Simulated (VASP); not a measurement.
# Ta (Im-3m) in VASP: further runs

Ta is run at these levels: r2SCAN; tasks: single point.

Everything below comes from runs of VASP 6.6.1. Logs are shortened: lines on timing, memory, paths and dates and some standing lists are left out, and cuts for length are marked.

**1. The cell of the first run**

Symmetry: Im-3m, No. 229, cubic system. The conventional cell has a = 3.303 Å, b = 3.303 Å, c = 3.303 Å, α = 90.00°, β = 90.00°, γ = 90.00°. Within 3.8 Å of Ta (site symmetry m-3m) lie 14 Ta at 2.86 to 3.30 Å.

**2. Single point, r2SCAN**

File POSCAR:

```
Ta
1.0
   -1.6512800000      1.6512800000      1.6512800000
    1.6512800000     -1.6512800000      1.6512800000
    1.6512800000      1.6512800000     -1.6512800000
Ta
1
Direct
    0.0000000000      0.0000000000      0.0000000000
```

File INCAR.step1:

```
  PREC = Accurate
  ENCUT = 550
  ISMEAR = 0
  SIGMA = 0.1
  LREAL = F
  LASPH = T
  NELM = 120
  NBANDS = 12
  GGA = PE
  ALGO = Normal
  EDIFF = 1E-5
  LWAVE = T
  LCHARG = F
  GGA_COMPAT = F
```

File INCAR.step2:

```
  PREC = Accurate
  ENCUT = 550
  EDIFF = 1E-6
  ISMEAR = 0
  SIGMA = 0.1
  LREAL = F
  LASPH = T
  NELM = 120
  ALGO = Normal
  ISIF = 2
  LWAVE = F
  LCHARG = F
  METAGGA = R2SCAN
  LMIXTAU = T
  NBANDS = 12
  ISTART = 1
  GGA_COMPAT = F
```

File KPOINTS:

```
regular mesh
0
Gamma
  18 18 18
```

Potentials or basis: VASP PAW PBE potentials, release 64 (Ta_pv).

Command:

```console
> cat potpaw_PBE.64/Ta_pv/POTCAR > POTCAR
> cp INCAR.step1 INCAR
> mpirun -np 1 vasp_std > vasp.out
> cp INCAR.step2 INCAR
> mpirun -np 1 vasp_std > vasp.out
```

OUTCAR:

```text
PREC = Accurate
   ENCUT = 550
   EDIFF = 1E-6
   ISMEAR = 0
   LREAL = F
   LASPH = T
   NELM = 120
   ISIF = 2
   METAGGA = R2SCAN
   ISTART = 1

 ion  position               nearest neighbor table
   1  0.000  0.000  0.000-

  LATTYP: Found a body centered cubic cell.
 ALAT       =     3.3025600000

  Lattice vectors:

 A1 = (  -1.6512800000,   1.6512800000,   1.6512800000)
 A2 = (   1.6512800000,  -1.6512800000,   1.6512800000)
 A3 = (   1.6512800000,   1.6512800000,  -1.6512800000)

Analysis of symmetry for initial positions (statically):
=====================================================================
 Subroutine PRICEL returns:
 Original cell was already a primitive cell.

 Routine SETGRP: Setting up the symmetry group for a
 body centered cubic supercell.

 Subroutine GETGRP returns: Found 48 space group operations
 (whereof 48 operations were pure point group operations)
 out of a pool of 48 trial point group operations.

The static configuration has the point symmetry O_h .

Analysis of symmetry for dynamics (positions and initial velocities):
=====================================================================
 Subroutine PRICEL returns:
 Original cell was already a primitive cell.

 Routine SETGRP: Setting up the symmetry group for a
 body centered cubic supercell.

 Subroutine GETGRP returns: Found 48 space group operations
 (whereof 48 operations were pure point group operations)
 out of a pool of 48 trial point group operations.

The dynamic configuration has the point symmetry O_h .

 Subroutine INISYM returns: Found 48 space group operations
 (whereof 48 operations are pure point group operations),
 and found     1 'primitive' translations

----------------------------------------------------------------------------------------

                                     Primitive cell

  volume of cell :      18.0104

  direct lattice vectors                    reciprocal lattice vectors
    -1.651280000  1.651280000  1.651280000     0.000000000  0.302795407  0.302795407
     1.651280000 -1.651280000  1.651280000     0.302795407  0.000000000  0.302795407
     1.651280000  1.651280000 -1.651280000     0.302795407  0.302795407  0.000000000

  length of vectors
     2.860100858  2.860100858  2.860100858     0.428217371  0.428217371  0.428217371

  position of ions in fractional coordinates (direct lattice)
     0.000000000  0.000000000  0.000000000

  ion indices of the primitive-cell ions
   primitive index   ion index
                 1           1

----------------------------------------------------------------------------------------

 KPOINTS: regular mesh

Automatic generation of k-mesh.
 Grid dimensions read from file:
 generate k-points for:   18   18   18

 Generating k-lattice:

  Cartesian coordinates                     Fractional coordinates (reciprocal lattice)
     0.000000000  0.016821967  0.016821967     0.055555556  0.000000000  0.000000000
     0.016821967  0.000000000  0.016821967     0.000000000  0.055555556  0.000000000
     0.016821967  0.016821967  0.000000000     0.000000000  0.000000000  0.055555556

  Length of vectors
     0.023789854  0.023789854  0.023789854

  Shift w.r.t. Gamma in fractional coordinates (k-lattice)
     0.000000000  0.000000000  0.000000000

 Subroutine IBZKPT returns following result:
 ===========================================

 Found    195 irreducible k-points:

 Following reciprocal coordinates:
            Coordinates               Weight
  0.000000  0.000000  0.000000      1.000000
  0.055556  0.000000  0.000000     12.000000
  0.111111  0.000000  0.000000     12.000000
  0.166667  0.000000  0.000000     12.000000
  0.222222  0.000000  0.000000     12.000000
  0.277778  0.000000  0.000000     12.000000
[... 16 lines left out ...]
  0.333333  0.111111  0.000000     48.000000
  0.388889  0.111111  0.000000     48.000000
 [... further k-points ...]
   k-points           NKPTS =    195   k-points in BZ     NKDIM =    195   number of bands    NBANDS=     12
   number of dos      NEDOS =    301   number of ions     NIONS =      1
   total plane-waves  NPLWV =  13824
   dimension x,y,z NGX =    24 NGY =   24 NGZ =   24
   dimension x,y,z NGXF=    48 NGYF=   48 NGZF=   48
   ions per type =               1
   NGX,Y,Z   is equivalent  to a cutoff of  13.95, 13.95, 13.95 a.u.
   NGXF,Y,Z  is equivalent  to a cutoff of  27.90, 27.90, 27.90 a.u.
 SYSTEM =  unknown system
   PREC   = accura    normal or accurate (medium, high low for compatibility)
   ISTART =      1    job   : 0-new  1-cont  2-samecut
   ICHARG =      0    charge: 1-file 2-atom 10-const
   ISPIN  =      1    spin polarized calculation?
   LNONCOLLINEAR =      F non collinear calculations
   LSORBIT =      F    spin-orbit coupling
   LASPH  =      T    aspherical Exc in radial PAW
   ENCUT  =  550.0 eV  40.42 Ry    6.36 a.u.   5.47  5.47  5.47*2*pi/ulx,y,z
   NELM   =    120;   NELMIN=  2; NELMDL=  0     # of ELM steps
   EDIFF  = 0.1E-05   stopping-criterion for ELM
   LREAL  =      F    real-space projection
   EDIFFG = 0.1E-04   stopping-criterion for IOM
   NSW    =      0    number of steps for IOM
   IBRION =     -1    ionic relax: 0-MD 1-quasi-New 2-CG
   NFREE  =      0    steps in history (QN), initial steepest desc. (CG)
   ISIF   =      2    stress and relaxation
   ISYM   =      2    0-nonsym 1-usesym 2-fastsym
   POTIM  = 0.5000    time-step for ionic-motion
   TEBEG  =    0.0;   TEEND  =   0.0 temperature during run
   PSTRESS=    0.0 pullay stress
   NELECT =      11.0000    total number of electrons
   NUPDOWN=      -1.0000    fix difference up-down
   EMIN   =  10.00;   EMAX   =-10.00  energy-range for DOS
   EFERMI =   0.00;   METHOD = LEGACY
   ISMEAR =     0;   SIGMA  =   0.10  broadening in eV -4-tet -1-fermi 0-gaus
   EFERMI_NEDOS =   21; number of points for ismear=-14 and -15
   IALGO  =     38    algorithm
   IMIX   =      4    mixing-type and parameters
     AMIX     =   0.40;   BMIX     =  1.00
     AMIX_MAG =   1.60;   BMIX_MAG =  1.00
  volume/ion in A,a.u.               =      18.01       121.54
  Fermi-wavevector in a.u.,A,eV,Ry     =   1.388988  2.624806 26.249534  1.929286
  Thomas-Fermi vector in A             =   2.513061
   LORBIT       =      0    0 simple, 1 ext, 2 COOP (PROOUT), +10 PAW based schemes
   METAGGA = R2SCAN    functional components
   LHFCALC =     F    Hartree Fock is set to
   AEXX    =    0.0000 exact exchange contribution
   IVDW    =     0    specifies the selected vdW correction
   LEPSILON=     F    determine dielectric tensor
   LRPA    =     F    only Hartree local field effects (RPA)
 non-spin polarized calculation
 Gauss-broadening in eV      SIGMA  =   0.10
  energy-cutoff  :      550.00
  volume of cell :       18.01
 maximum number of plane-waves:       543
 NGX is ok and might be reduce to    24
   NGX = 11   NGY = 11   NGZ = 11

 number of electron      11.0000002 magnetization

 Free energy of the ion-electron system (eV)
  ---------------------------------------------------
  ext. energy  EPLUGINS =         0.00000000
  ---------------------------------------------------
  free energy    TOTEN  =       -48.58283025 eV

  energy without entropy =      -48.57733140  energy(sigma->0) =      -48.58008082

 E-fermi :   5.3264     XC(G=0): -13.7716

 val. band max:        5.3241399960   @ k =   0.3333   0.1111   0.0000
 cond. band min:       5.3552054504   @ k =   0.1111   0.1111   0.0000
 fundamental gap:      0.0310654544
 Fermi energy:         5.3263613773

 k-point     1 :       0.0000    0.0000    0.0000
  band No.  band energies     occupation
      1     -28.8957      2.00000
      2     -28.8957      2.00000
      3     -28.8957      2.00000
      4      -3.0044      2.00000
      5       6.1672      0.00000
      6       6.1672      0.00000
      7       6.1672      0.00000
      8       9.6568      0.00000
      9       9.6568      0.00000
     10      17.4389      0.00000
     11      21.1028      0.00000
     12      21.1028      0.00000

 k-point     2 :       0.0556    0.0000    0.0000
  band No.  band energies     occupation
      1     -28.9364      2.00000
      2     -28.9080      2.00000
      3     -28.8959      2.00000
      4      -2.8598      2.00000
      5       6.0712      0.00000
      6       6.1384      0.00000
      7       6.3073      0.00000
      8       9.4981      0.00000
      9       9.6556      0.00000
     10      17.4389      0.00000
     11      21.2333      0.00000
     12      21.3572      0.00000

 k-point     3 :       0.1111    0.0000    0.0000
  band No.  band energies     occupation
      1     -29.0522      2.00000
      2     -28.9434      2.00000
      3     -28.8966      2.00000
      4      -2.4408      2.00000
      5       5.8067      0.00000
      6       6.0188      0.00000
      7       6.7233      0.00000
      8       9.1652      0.00000
      9       9.6608      0.00000
     10      17.4388      0.00000
     11      21.5583      0.00000
     12      22.0943      0.00000
[... 286 lines left out ...]
 k-point    23 :       0.3333    0.1111    0.0000
  band No.  band energies     occupation
      1     -29.9708      2.00000
      2     -29.2836      2.00000
      3     -28.9563      2.00000
      4       1.0863      2.00000
      5       4.0161      2.00000
      6       5.3241      1.02506
      7       9.2831      0.00000
      8      10.5397      0.00000
      9      12.5033      0.00000
     10      17.4323      0.00000
     11      18.4639      0.00000
     12      19.7524      0.00000

 k-point    24 :       0.3889    0.1111    0.0000
  band No.  band energies     occupation
      1     -30.0548      2.00000
      2     -29.3249      2.00000
      3     -28.9578      2.00000
      4       1.1704      2.00000
      5       3.8748      2.00000
      6       5.8901      0.00000
      7       9.3704      0.00000
      8      10.7189      0.00000
      9      13.5221      0.00000
     10      17.3657      0.00000
     11      17.5556      0.00000
     12      18.9600      0.00000

 [... further k-points ...]
[... 5 lines left out ...]
  --------------------------------------------------------------------------------------
  -------------------------------------------------------------------------------------
  Total        0.1118519      0.1118519      0.1118519      0.0000000     -0.0000000      0.0000000
  in kB        9.9502027      9.9502027      9.9502027      0.0000000     -0.0000000      0.0000000
  external PRESSURE =       9.9502027 kB  Pullay stress =       0.0000000 kB

 VOLUME and BASIS-vectors are now :
 -----------------------------------------------------------------------------
  energy-cutoff  :      550.00
  volume of cell :       18.01
      direct lattice vectors                 reciprocal lattice vectors
    -1.651280000  1.651280000  1.651280000     0.000000000  0.302795407  0.302795407
     1.651280000 -1.651280000  1.651280000     0.302795407  0.000000000  0.302795407
     1.651280000  1.651280000 -1.651280000     0.302795407  0.302795407  0.000000000

 POSITION                                       TOTAL-FORCE (eV/Angst)
 -----------------------------------------------------------------------------------
      0.00000      0.00000      0.00000        -0.000000     -0.000000      0.000000
 -----------------------------------------------------------------------------------
    total drift:                                0.000000      0.000000      0.000000

  FREE ENERGIE OF THE ION-ELECTRON SYSTEM (eV)
  ---------------------------------------------------
  free  energy   TOTEN  =       -48.5828302511 eV

  energy  without entropy=      -48.5773313982  energy(sigma->0) =      -48.58008082
```

It took 3 min on 1 thread of Intel Xeon 8259CL, shared host; peak memory 0.18 GiB.

What came out:

```
Free energy            : -48.5828 eV
Pressure               : 1.0 GPa
Band gap on the k mesh : zero (an odd number of electrons rules out a gap without spin polarisation)
```

Levels at points of the mesh, in eV from the Fermi level:
```tsv
k point	band 4	band 5	band 6	band 7	band 8	band 9
(0.00, 0.00, 0.00)	-8.33	0.84	0.84	0.84	4.33	4.33
(0.50, 0.00, 0.00)	-4.56	-1.57	1.47	4.20	5.27	8.09
(0.50, 0.50, 0.50)	-3.95	-3.95	7.11	7.11	7.11	9.02
```

Caveat: the PAW data sets were made with another functional, which shifts forces and pressure a little; spin-orbit coupling is left out, which moves the levels of the heavy elements.

**3. Single point, r2SCAN (19.85 Å³/atom)**

This run uses another cell than the first one, of 19.85 Å³/atom.

File POSCAR:

```
Ta
1.0
   -1.7056226658      1.7056226658      1.7056226658
    1.7056226658     -1.7056226658      1.7056226658
    1.7056226658      1.7056226658     -1.7056226658
Ta
1
Direct
    0.0000000000      0.0000000000      0.0000000000
```

INCAR.step1 is that of step 2.

INCAR.step2 is that of step 2.

File KPOINTS:

```
Automatic mesh
0
Gamma
  18 18 18
```

Potentials or basis: VASP PAW PBE potentials, release 64 (Ta_pv).

Command:

```console
> cat potpaw_PBE.64/Ta_pv/POTCAR > POTCAR
> cp INCAR.step1 INCAR
> mpirun -np 1 vasp_std > vasp.out
> cp INCAR.step2 INCAR
> mpirun -np 1 vasp_std > vasp.out
```

Run time: 3.1 min. Hardware: 1 thread of Intel Xeon 8259CL, shared host; peak memory 0.18 GiB.

The run converged. Its results:

```yaml
Free_energy: -48.4911 eV
Pressure: -15.7 GPa
Band_gap_on_the_k_mesh: zero (an odd number of electrons rules out a gap without spin polarisation)
```

Levels at points of the mesh, in eV from the Fermi level:
```csv
k point,band 3,band 4,band 5,band 6,band 7,band 8,band 9,band 10
"(0.00, 0.00, 0.00)",-34.62,-7.93,0.84,0.84,0.84,3.99,3.99,11.65
"(0.50, 0.00, 0.00)",-34.62,-4.12,-1.29,1.08,3.81,4.76,7.17,10.83
"(0.50, 0.50, 0.50)",-35.25,-3.36,-3.36,6.35,6.35,6.35,8.16,8.16
```

Caveat: the cell stands under tension; the PAW data sets were made with another functional, which shifts forces and pressure a little; spin-orbit coupling is left out, which moves the levels of the heavy elements.
